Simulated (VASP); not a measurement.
# Fe (Im-3m) in VASP: notebook, part 3 of 3

VASP 6.6.1. Earlier steps stand in the parts before.

### 5 Single point, r2SCAN, collinear spin, ferromagnetic start (volume scaled by 1.18)

POSCAR

```
Fe
1.0
   -1.5248495650      1.5248495650      1.5248495650
    1.5248495650     -1.5248495650      1.5248495650
    1.5248495650      1.5248495650     -1.5248495650
Fe
1
Direct
    0.0000000000      0.0000000000      0.0000000000
```

INCAR.step1

```
SYSTEM = Fe
ALGO = Normal ; EDIFF = 1E-4
ENCUT = 520 ; GGA = PE
ISMEAR = -1 ; ISPIN = 2
LASPH = .True. ; LCHARG = .False.
LMAXMIX = 4 ; LREAL = .False.
LWAVE = .True. ; MAGMOM = 3
NBANDS = 14 ; NELM = 150
PREC = Accurate ; SIGMA = 0.05
```

INCAR.step2

```
SYSTEM = Fe
ALGO = Normal ; EDIFF = 1E-7
ENCUT = 520 ; ISIF = 2
ISMEAR = -1 ; ISPIN = 2
ISTART = 1 ; LASPH = .True.
LCHARG = .False. ; LMAXMIX = 4
LMIXTAU = .True. ; LORBIT = 11
LREAL = .False. ; LWAVE = .False.
MAGMOM = 3 ; METAGGA = R2SCAN
NBANDS = 14 ; NELM = 150
PREC = Accurate ; SIGMA = 0.05
```

KPOINTS

```
k-points
0
Gamma
  14 14 14
  0 0 0
```

Potentials or basis: VASP PAW PBE potentials, release 64 (Fe).

Started as:

```sh
$ cat potpaw_PBE.64/Fe/POTCAR > POTCAR
$ cp INCAR.step1 INCAR
$ mpirun -np 1 vasp_std > vasp.out
$ cp INCAR.step2 INCAR
$ mpirun -np 1 vasp_std > vasp.out
```

OUTCAR:

```text
SYSTEM = Fe
   EDIFF = 1E-7
   ENCUT = 520
   ISIF = 2
   ISMEAR = -1
   ISPIN = 2
   ISTART = 1
   LASPH = .True.
   LORBIT = 11
   LREAL = .False.
   METAGGA = R2SCAN
   NELM = 150
   PREC = Accurate

 ion  position               nearest neighbor table
   1  0.000  0.000  0.000-

  LATTYP: Found a body centered cubic cell.
 ALAT       =     3.0496991300

  Lattice vectors:

 A1 = (  -1.5248495650,   1.5248495650,   1.5248495650)
 A2 = (   1.5248495650,  -1.5248495650,   1.5248495650)
 A3 = (   1.5248495650,   1.5248495650,  -1.5248495650)

Analysis of symmetry for initial positions (statically):
=====================================================================
 Subroutine PRICEL returns:
 Original cell was already a primitive cell.

 Routine SETGRP: Setting up the symmetry group for a
 body centered cubic supercell.

 Subroutine GETGRP returns: Found 48 space group operations
 (whereof 48 operations were pure point group operations)
 out of a pool of 48 trial point group operations.

The static configuration has the point symmetry O_h .

Analysis of symmetry for dynamics (positions and initial velocities):
=====================================================================
 Subroutine PRICEL returns:
 Original cell was already a primitive cell.

 Routine SETGRP: Setting up the symmetry group for a
 body centered cubic supercell.

 Subroutine GETGRP returns: Found 48 space group operations
 (whereof 48 operations were pure point group operations)
 out of a pool of 48 trial point group operations.

The dynamic configuration has the point symmetry O_h .

Analysis of structural, dynamic, and magnetic symmetry:
=====================================================================
 Subroutine PRICEL returns:
 Original cell was already a primitive cell.

 Routine SETGRP: Setting up the symmetry group for a
 body centered cubic supercell.

 Subroutine GETGRP returns: Found 48 space group operations
 (whereof 48 operations were pure point group operations)
 out of a pool of 48 trial point group operations.

The overall configuration has the point symmetry O_h .

 Subroutine INISYM returns: Found 48 space group operations
 (whereof 48 operations are pure point group operations),
 and found     1 'primitive' translations

----------------------------------------------------------------------------------------

                                     Primitive cell

  volume of cell :      14.1821

  direct lattice vectors                    reciprocal lattice vectors
    -1.524849565  1.524849565  1.524849565     0.000000000  0.327901199  0.327901199
     1.524849565 -1.524849565  1.524849565     0.327901199  0.000000000  0.327901199
     1.524849565  1.524849565 -1.524849565     0.327901199  0.327901199  0.000000000

  length of vectors
     2.641116920  2.641116920  2.641116920     0.463722322  0.463722322  0.463722322

  position of ions in fractional coordinates (direct lattice)
     0.000000000  0.000000000  0.000000000

  ion indices of the primitive-cell ions
   primitive index   ion index
                 1           1

----------------------------------------------------------------------------------------

 KPOINTS: k-points

Automatic generation of k-mesh.
[... 67 lines left out ...]
   LREAL  =      F    real-space projection
   EDIFFG = 0.1E-05   stopping-criterion for IOM
   NSW    =      0    number of steps for IOM
   IBRION =     -1    ionic relax: 0-MD 1-quasi-New 2-CG
   NFREE  =      0    steps in history (QN), initial steepest desc. (CG)
   ISIF   =      2    stress and relaxation
   ISYM   =      2    0-nonsym 1-usesym 2-fastsym
   POTIM  = 0.5000    time-step for ionic-motion
   TEBEG  =    0.0;   TEEND  =   0.0 temperature during run
   PSTRESS=    0.0 pullay stress
   NELECT =       8.0000    total number of electrons
   NUPDOWN=      -1.0000    fix difference up-down
   EMIN   =  10.00;   EMAX   =-10.00  energy-range for DOS
   EFERMI =   0.00;   METHOD = LEGACY
   ISMEAR =    -1;   SIGMA  =   0.05  broadening in eV -4-tet -1-fermi 0-gaus
   EFERMI_NEDOS =   21; number of points for ismear=-14 and -15
   IALGO  =     38    algorithm
   IMIX   =      4    mixing-type and parameters
     AMIX     =   0.40;   BMIX     =  1.00
     AMIX_MAG =   1.60;   BMIX_MAG =  1.00
  volume/ion in A,a.u.               =      14.18        95.71
  Fermi-wavevector in a.u.,A,eV,Ry     =   1.352668  2.556172 24.894720  1.829710
  Thomas-Fermi vector in A             =   2.479987
   LORBIT       =     11    0 simple, 1 ext, 2 COOP (PROOUT), +10 PAW based schemes
   METAGGA = R2SCAN    functional components
   LHFCALC =     F    Hartree Fock is set to
   AEXX    =    0.0000 exact exchange contribution
   IVDW    =     0    specifies the selected vdW correction
   LEPSILON=     F    determine dielectric tensor
   LRPA    =     F    only Hartree local field effects (RPA)
 spin polarized calculation
  energy-cutoff  :      520.00
  volume of cell :       14.18
 maximum number of plane-waves:       394
   NGX =  9   NGY =  9   NGZ =  9

 number of electron       7.9999991 magnetization       2.8490819

 Free energy of the ion-electron system (eV)
  ---------------------------------------------------
  ext. energy  EPLUGINS =         0.00000000
  ---------------------------------------------------
  free energy    TOTEN  =       -14.17093023 eV

  energy without entropy =      -14.16326806  energy(sigma->0) =      -14.16709914

 E-fermi :   4.1370     XC(G=0): -12.8998

 val. band max:        4.1280146420   @ k =  -0.3571   0.4286   0.1429
 cond. band min:       4.1546395052   @ k =  -0.2143   0.2857   0.0714
 fundamental gap:      0.0266248632
 Fermi energy:         4.1370033331

 spin component 1

 k-point     1 :       0.0000    0.0000    0.0000
  band No.  band energies     occupation
      1      -3.6353      1.00000
      2       0.8501      1.00000
      3       0.8503      1.00000
      4       0.8503      1.00000
      5       1.7090      1.00000
      6       1.7090      1.00000
      7      27.5766      0.00000
      8      27.5767      0.00000
      9      27.5767      0.00000
     10      31.3354      0.00000
     11      31.3354      0.00000
     12      31.8040      0.00000
     13      31.8042      0.00000
     14      31.8042      0.00000
[... 379 lines left out ...]
      3       0.6663      1.00000
      4       1.8401      1.00000
      5       1.9844      1.00000
      6       8.3361      0.00000
      7       9.7747      0.00000
      8      11.8404      0.00000
      9      20.5384      0.00000
     10      29.0860      0.00000
     11      30.5799      0.00000
     12      35.2918      0.00000
     13      39.1550      0.00000
     14      42.9745      0.00000

 [... further k-points ...]

 spin component 2

 k-point     1 :       0.0000    0.0000    0.0000
  band No.  band energies     occupation
      1      -4.2772      1.00000
      2       4.5460      0.00028
      3       4.5461      0.00028
      4       4.5461      0.00028
      5       6.3723      0.00000
      6       6.3724      0.00000
      7      27.2318      0.00000
      8      27.2318      0.00000
      9      27.2318      0.00000
     10      31.9399      0.00000
     11      31.9399      0.00000
     12      33.8276      0.00000
     13      33.8277      0.00000
     14      34.3982      0.00000
[... 379 lines left out ...]
      3       3.1254      1.00000
      4       6.2616      0.00000
      5       6.4232      0.00000
      6       9.9252      0.00000
      7      11.4191      0.00000
      8      13.2928      0.00000
      9      21.5682      0.00000
     10      29.6292      0.00000
     11      31.1326      0.00000
     12      37.4901      0.00000
     13      40.6414      0.00000
     14      44.4891      0.00000

 [... further k-points ...]
[... 5 lines left out ...]
  --------------------------------------------------------------------------------------
  -------------------------------------------------------------------------------------
  Total       -1.8909892     -1.8909892     -1.8909892      0.0000000     -0.0000000      0.0000000
  in kB     -213.6282253   -213.6282253   -213.6282253      0.0000000     -0.0000000      0.0000000
  external PRESSURE =    -213.6282253 kB  Pullay stress =       0.0000000 kB

 VOLUME and BASIS-vectors are now :
 -----------------------------------------------------------------------------
  energy-cutoff  :      520.00
  volume of cell :       14.18
      direct lattice vectors                 reciprocal lattice vectors
    -1.524849565  1.524849565  1.524849565     0.000000000  0.327901199  0.327901199
     1.524849565 -1.524849565  1.524849565     0.327901199  0.000000000  0.327901199
     1.524849565  1.524849565 -1.524849565     0.327901199  0.327901199  0.000000000

 POSITION                                       TOTAL-FORCE (eV/Angst)
 -----------------------------------------------------------------------------------
      0.00000      0.00000      0.00000        -0.000000     -0.000000      0.000000
 -----------------------------------------------------------------------------------
    total drift:                                0.000000     -0.000000      0.000000

  FREE ENERGIE OF THE ION-ELECTRON SYSTEM (eV)
  ---------------------------------------------------
  free  energy   TOTEN  =       -14.1709302321 eV

  energy  without entropy=      -14.1632680555  energy(sigma->0) =      -14.16709914

 total charge

# of ion       s       p       d       tot
------------------------------------------
    1        0.416   0.421   6.041   6.878

 magnetization (x)

# of ion       s       p       d       tot
------------------------------------------
    1       -0.004  -0.100   3.078   2.974
```

Wall time 74 s (1 thread of Intel Xeon 6975P-C (Granite Rapids), shared host); peak memory 0.15 GiB.

What came out:

| Property | Result |
| --- | --- |
| Free energy | -14.1709 eV |
| Pressure | -21.4 GPa |
| Net moment | 2.85 μB per cell |
| Site moments | Fe +2.97 μB |
| Valence electrons inside the program's atomic spheres | Fe 6.88 |

Caveat: the PAW data sets were made with another functional, which shifts forces and pressure a little.

### 6 Overview

| cell | gap on the mesh (eV) | pressure (GPa) | moment (μB) |
| --- | --- | --- | --- |
| a = 2.499 Å, angles 109.5°, 1 atom | none | -3.3 | 2.69 |
| a = 2.540 Å, angles 109.5°, 1 atom | none | -10.1 | 2.74 |
| a = 2.580 Å, angles 109.5°, 1 atom | none | -15.6 | 2.79 |
| a = 2.641 Å, angles 109.5°, 1 atom | none | -21.4 | 2.85 |

Alike in all rows: task single point; level r2SCAN; potentials or basis VASP PAW PBE potentials, release 64 (Fe); spin collinear, ferromagnetic start; k mesh 14 × 14 × 14; cutoff (eV) 520; smearing fermi-dirac 0.05 eV.

Caveats: the PAW data sets were made with another functional, which shifts forces and pressure a little.

Absolute energies hang on the potentials; compare differences alone.
